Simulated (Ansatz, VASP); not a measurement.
AgCl in VASP and in Ansatz

```
CELL_PARAMETERS angstrom
0.00000 2.77099 2.77099
2.77099 0.00000 2.77099
2.77099 2.77099 0.00000
ATOMIC_POSITIONS crystal
Ag 0.00000 0.00000 0.00000
Cl 0.50000 0.50000 0.50000
```

Alike in both runs: task single point; functional LDA; k mesh 8 × 8 × 8; occupations fermi-dirac, width 0.05 eV; no spin polarisation.

|  | VASP | Ansatz |
| --- | --- | --- |
| version | VASP 6.6.1 | Ansatz 0.2.0 |
| potentials or method | VASP PAW LDA potentials, release 64 (Ag, Cl) | Ansatz PAW |
| plane-wave cutoff (eV) | 520 | 420 |
| valence electrons in the cell | 18 | 26 |

VASP gave:

```
gap on the k mesh at the Fermi level (eV) : 0.64
least direct gap on the mesh (eV)         : 2.95
pressure (GPa)                            : -5.5
```

Question: What did Ansatz give for the same quantities?

Answer: gap on the k mesh at the Fermi level (eV): 0.61; least direct gap on the mesh (eV): 2.93; pressure (GPa): -5.5.

LDA's correlation is that of Perdew and Zunger in VASP and of Perdew and Wang (1992) in Ansatz. VASP's potentials hold 18 valence electrons a cell and Ansatz's 26, so a difference there can come from the potentials and not from the codes.
